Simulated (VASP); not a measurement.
# Ge15Mo (F-43m) in VASP: single point with PBEsol+U

Aim: the single point of Ge15Mo with PBEsol+U.

Everything below comes from runs of VASP 6.6.1. Logs are shortened: lines on timing, memory, paths and dates and some standing lists are left out, and cuts for length are marked.

**1. The cell of the first run**

The structure is cubic, space group F-43m (No. 216). The conventional cell has a = 11.315 Å, b = 11.315 Å, c = 11.315 Å, α = 90.00°, β = 90.00°, γ = 90.00°. Within 3.3 Å of Mo (site symmetry -43m) lie 4 Ge at 2.48 Å. Within 3.2 Å of Ge (site symmetry 2mm) lie 4 Ge at 2.44 to 2.45 Å. Ge (site symmetry -43m) has 4 Ge at 2.45 Å within 3.2 Å. Ge (site symmetry 3m) has 3 Ge at 2.44 Å and 1 Mo at 2.48 Å within 3.2 Å. Within 3.2 Å of Ge (site symmetry 3m) lie 4 Ge at 2.45 Å.

**2. Single point, PBEsol+U, collinear spin**

Input file INCAR:

```
PREC = Accurate
ENCUT = 520
EDIFF = 1E-7
ISMEAR = 0
SIGMA = 0.05
LREAL = Auto
LASPH = T
NELM = 150
ALGO = Normal
ISIF = 2
LWAVE = F
LCHARG = F
ISPIN = 2
MAGMOM = 1.62 0.01 0.01 0.01 0.01 0.01 0.01 0 -0.04 -0.04 -0.04 0 -0.04 0 0 0
LORBIT = 11
LMAXMIX = 4
LDAU = T
LDAUTYPE = 2
LDAUL = 2 -1
LDAUU = 2 0
LDAUJ = 0 0
LDAUPRINT = 1
GGA = PS
NBANDS = 130
```

Input file KPOINTS:

```
Automatic mesh
0
Gamma
  3 3 3
```

Input file POSCAR:

```
Ge15Mo
1.0
    0.0000000000      5.6575400000      5.6575400000
    5.6575400000      0.0000000000      5.6575400000
    5.6575400000      5.6575400000      0.0000000000
Mo Ge
1 15
Direct
    1.0000000000      0.0000000000      0.0000000000
    0.9995146617      0.9995146617      0.5004853383
    0.9995146617      0.5004853383      0.9995146617
    0.9995146617      0.5004853383      0.5004853383
    0.5004853383      0.9995146617      0.9995146617
    0.5004853383      0.9995146617      0.5004853383
    0.5004853383      0.5004853383      0.9995146617
    0.5000000000      0.5000000000      0.5000000000
    0.1263979545      0.1263979545      0.1263979545
    0.1263979545      0.1263979545      0.6208061366
    0.1263979545      0.6208061366      0.1263979545
    0.1253009340      0.6248996887      0.6248996887
    0.6208061366      0.1263979545      0.1263979545
    0.6248996887      0.1253009340      0.6248996887
    0.6248996887      0.6248996887      0.1253009340
    0.6248996887      0.6248996887      0.6248996887
```

Potentials or basis: VASP PAW PBE potentials, release 64 (Mo_sv, Ge_d).

Command:

```bash
> cat potpaw_PBE.64/Mo_sv/POTCAR potpaw_PBE.64/Ge_d/POTCAR > POTCAR
> mpirun -np 1 vasp_std > vasp.out
```

OUTCAR:

```text
PREC = Accurate
   ENCUT = 520
   EDIFF = 1E-7
   ISMEAR = 0
   LREAL = Auto
   LASPH = T
   NELM = 150
   ISIF = 2
   ISPIN = 2
   LORBIT = 11
   GGA = PS

 ion  position               nearest neighbor table
   1  0.000  0.000  0.000-  10 2.48  11 2.48  13 2.48   9 2.48
   2  1.000  1.000  0.500-   9 2.44  10 2.44  12 2.45  14 2.45
   3  1.000  0.500  1.000-   9 2.44  11 2.44  12 2.45  15 2.45
   4  1.000  0.500  0.500-  10 2.44  11 2.44  16 2.45  12 2.45
   5  0.500  1.000  1.000-   9 2.44  13 2.44  14 2.45  15 2.45
   6  0.500  1.000  0.500-  10 2.44  13 2.44  16 2.45  14 2.45
[... 8 lines left out ...]
  15  0.625  0.625  0.125-   3 2.45   5 2.45   7 2.45   8 2.45
  16  0.625  0.625  0.625-   4 2.45   6 2.45   7 2.45   8 2.45

  LATTYP: Found a face centered cubic cell.
 ALAT       =    11.3150800000

  Lattice vectors:

 A1 = (   0.0000000000,   5.6575400000,   5.6575400000)
 A2 = (   5.6575400000,   0.0000000000,   5.6575400000)
 A3 = (   5.6575400000,   5.6575400000,   0.0000000000)

Analysis of symmetry for initial positions (statically):
=====================================================================
 Subroutine PRICEL returns:
 Original cell was already a primitive cell.

 Routine SETGRP: Setting up the symmetry group for a
 face centered cubic supercell.

 Subroutine GETGRP returns: Found 24 space group operations
 (whereof 24 operations were pure point group operations)
 out of a pool of 48 trial point group operations.

The static configuration has the point symmetry T_d .

Analysis of symmetry for dynamics (positions and initial velocities):
=====================================================================
 Subroutine PRICEL returns:
 Original cell was already a primitive cell.

 Routine SETGRP: Setting up the symmetry group for a
 face centered cubic supercell.

 Subroutine GETGRP returns: Found 24 space group operations
 (whereof 24 operations were pure point group operations)
 out of a pool of 48 trial point group operations.

The dynamic configuration has the point symmetry T_d .

Analysis of structural, dynamic, and magnetic symmetry:
=====================================================================
 Subroutine PRICEL returns:
 Original cell was already a primitive cell.

 Routine SETGRP: Setting up the symmetry group for a
 face centered cubic supercell.

[... 187 lines left out ...]

 Free energy of the ion-electron system (eV)
  ---------------------------------------------------
  ext. energy  EPLUGINS =         0.00000000
  ---------------------------------------------------
  free energy    TOTEN  =       -80.34906829 eV

  energy without entropy =      -80.34906785  energy(sigma->0) =      -80.34906807

 E-fermi :   4.6724     XC(G=0): -10.1916

 val. band max:        4.5234277564   @ k =   0.0000   0.0000   0.0000
 cond. band min:       4.8180043404   @ k =   0.0000   0.0000   0.0000
 fundamental gap:      0.2945765840
 Fermi energy:         4.6723525717

 spin component 1

 k-point     1 :       0.0000    0.0000    0.0000
  band No.  band energies     occupation
      1     -56.2984      1.00000
      2     -30.5343      1.00000
      3     -30.5343      1.00000
      4     -30.5343      1.00000
      5     -19.8052      1.00000
      6     -19.8052      1.00000
[... 497 lines left out ...]
    123       8.1195      0.00000
    124       8.1785      0.00000
 Fermi energy:         4.6723525717

 spin component 2

 k-point     1 :       0.0000    0.0000    0.0000
  band No.  band energies     occupation
      1     -55.1965      1.00000
      2     -29.3178      1.00000
      3     -29.3178      1.00000
      4     -29.3178      1.00000
      5     -19.8039      1.00000
      6     -19.8039      1.00000
[... 497 lines left out ...]
    123       8.1328      0.00000
    124       8.2065      0.00000
 [bands above 124 left out]

------------------------ aborting loop because EDIFF is reached ----------------------------------------

  FORCE on cell =-STRESS in cart. coord.  units (eV):
  Direction    XX          YY          ZZ          XY          YZ          ZX
  --------------------------------------------------------------------------------------
  -------------------------------------------------------------------------------------
  Total        2.9630223      2.9630223      2.9630223     -0.0000000     -0.0000000      0.0000000
  in kB       13.1078847     13.1078847     13.1078847     -0.0000000     -0.0000000      0.0000000
  external PRESSURE =      13.1078847 kB  Pullay stress =       0.0000000 kB

 VOLUME and BASIS-vectors are now :
 -----------------------------------------------------------------------------
  energy-cutoff  :      520.00
  volume of cell :      362.17
      direct lattice vectors                 reciprocal lattice vectors
     0.000000000  5.657540000  5.657540000    -0.088377634  0.088377634  0.088377634
     5.657540000  0.000000000  5.657540000     0.088377634 -0.088377634  0.088377634
     5.657540000  5.657540000  0.000000000     0.088377634  0.088377634 -0.088377634

 POSITION                                       TOTAL-FORCE (eV/Angst)
 -----------------------------------------------------------------------------------
      0.00000      0.00000      0.00000        -0.000000     -0.000000     -0.000000
      8.48631      8.48631     11.30959        -0.000000     -0.000000     -0.001858
      8.48631     11.30959      8.48631        -0.000000     -0.001858     -0.000000
      5.66303      8.48631      8.48631         0.001858     -0.000000     -0.000000
     11.30959      8.48631      8.48631        -0.001858     -0.000000     -0.000000
      8.48631      5.66303      8.48631        -0.000000      0.001858     -0.000000
[... 8 lines left out ...]
      4.24429      4.24429      7.07079         0.002524      0.002524     -0.002524
      7.07079      7.07079      7.07079        -0.002524     -0.002524     -0.002524
 -----------------------------------------------------------------------------------
    total drift:                                0.000001      0.000001      0.000001

  FREE ENERGIE OF THE ION-ELECTRON SYSTEM (eV)
  ---------------------------------------------------
  free  energy   TOTEN  =       -80.3490682905 eV

  energy  without entropy=      -80.3490678548  energy(sigma->0) =      -80.34906807

 total charge

# of ion       s       p       d       tot
------------------------------------------
    1        2.356   6.076   4.034  12.465
    2        1.126   1.256  10.025  12.408
    3        1.126   1.256  10.025  12.408
    4        1.126   1.256  10.025  12.408
    5        1.126   1.256  10.025  12.408
    6        1.126   1.256  10.025  12.408
[... 8 lines left out ...]
   15        1.121   1.267  10.024  12.412
   16        1.121   1.267  10.024  12.412
--------------------------------------------------
tot         19.267  25.161 154.419 198.847

 magnetization (x)

# of ion       s       p       d       tot
------------------------------------------
    1        0.024   0.001   1.769   1.794
    2        0.005   0.011  -0.001   0.015
    3        0.005   0.011  -0.001   0.015
    4        0.005   0.011  -0.001   0.015
    5        0.005   0.011  -0.001   0.015
    6        0.005   0.011  -0.001   0.015
[... 8 lines left out ...]
   15       -0.001   0.003  -0.000   0.002
   16       -0.001   0.003  -0.000   0.002
--------------------------------------------------
tot          0.008  -0.082   1.817   1.743
```

OSZICAR:

```text
N       E                     dE             d eps       ncg     rms          rms(c)
DAV:   1     0.376746976495E+04    0.37675E+04   -0.90655E+04  2392   0.468E+03
DAV:   2     0.757629834701E+03   -0.30098E+04   -0.29154E+04  2176   0.125E+03
DAV:   3     0.351469864081E+02   -0.72248E+03   -0.69345E+03  2088   0.319E+02
DAV:   4    -0.746315268716E+02   -0.10978E+03   -0.10223E+03  2404   0.121E+02
DAV:   5    -0.816117701904E+02   -0.69802E+01   -0.68192E+01  2328   0.314E+01    0.147E+01
DAV:   6    -0.813871350636E+02    0.22464E+00   -0.10664E+01  3064   0.192E+01    0.812E+00
DAV:   7    -0.805500488767E+02    0.83709E+00   -0.47720E+00  2440   0.743E+00    0.500E+00
DAV:   8    -0.803410133576E+02    0.20904E+00   -0.81999E-01  2464   0.678E+00    0.222E+00
DAV:   9    -0.803451046301E+02   -0.40913E-02   -0.16038E-01  2320   0.260E+00    0.643E-01
DAV:  10    -0.803476019393E+02   -0.24973E-02   -0.26617E-02  2528   0.118E+00    0.369E-01
DAV:  11    -0.803481922997E+02   -0.59036E-03   -0.30575E-03  3016   0.882E-01    0.161E-01
DAV:  12    -0.803488055409E+02   -0.61324E-03   -0.25806E-03  2360   0.777E-01    0.489E-02
DAV:  13    -0.803490357784E+02   -0.23024E-03   -0.20168E-03  2408   0.546E-01    0.308E-02
DAV:  14    -0.803490537309E+02   -0.17953E-04   -0.32453E-04  2592   0.290E-01    0.185E-02
DAV:  15    -0.803490635059E+02   -0.97750E-05   -0.82426E-05  2824   0.986E-02    0.750E-03
DAV:  16    -0.803490683612E+02   -0.48553E-05   -0.41499E-05  2320   0.631E-02    0.378E-03
DAV:  17    -0.803490682819E+02    0.79264E-07   -0.27112E-06  2584   0.478E-02    0.195E-03
DAV:  18    -0.803490682905E+02   -0.86075E-08   -0.66235E-07  2256   0.302E-02
   1 F= -.80349068E+02 E0= -.80349068E+02  d E =-.435685E-06  mag=     2.0000
```

Wall time 9.2 min (1 thread of Intel Xeon 6975P-C (Granite Rapids), shared host); peak memory 0.79 GiB.

What came out:

- Free energy: -80.3491 eV
- Pressure: 1.3 GPa
- Largest force: 0.022 eV/Å
- Band gap on the k mesh: 0.29 eV
- Net moment: 2.00 μB per cell
- Site moments: Mo +1.79; Ge +0.01, -0.00, -0.04, +0.00 (each value once) μB
- Valence electrons inside the program's atomic spheres: Mo 12.46; Ge 12.41, 12.47 (each value once)

Forces on the atoms (eV/Å):
```
Mo   0.000  0.000  0.000
Ge   0.000  0.000 -0.002
Ge   0.000 -0.002  0.000
Ge   0.002  0.000  0.000
Ge  -0.002  0.000  0.000
Ge   0.000  0.002  0.000
Ge   0.000  0.000  0.002
Ge   0.000  0.000  0.000
Ge  -0.013 -0.013 -0.013
Ge   0.013  0.013 -0.013
Ge   0.013 -0.013  0.013
Ge  -0.003  0.003  0.003
Ge  -0.013  0.013  0.013
Ge   0.003 -0.003  0.003
Ge   0.003  0.003 -0.003
Ge  -0.003 -0.003 -0.003
```

Levels at points of the mesh, in eV from the valence-band top:
Spin up:
| k point | band 111 | band 112 | band 113 | band 114 | band 115 | band 116 |
| --- | --- | --- | --- | --- | --- | --- |
| (0.00, 0.00, 0.00) | -0.05 | -0.05 | -0.05 | 0.49 | 0.75 | 0.75 |
Spin down:
```csv
k point,band 108,band 109,band 110,band 111,band 112,band 113,band 114,band 115
"(0.00, 0.00, 0.00)",-0.91,0.00,0.00,0.00,0.29,0.29,0.49,0.77
```

Eigenvalues of the final occupation matrices:
| site | spin | trace | eigenvalues |
| --- | --- | --- | --- |
| site 1 d | 1 | 2.93 | 0.49 0.49 0.49 0.73 0.73 |
| site 1 d | 2 | 1.15 | 0.06 0.06 0.34 0.34 0.34 |

Caveat: the PAW data sets were made with another functional, which shifts forces and pressure a little; an odd mesh through Γ misses points on the zone boundary, where band edges can lie; the U is typed as a test and isn't derived for this compound.
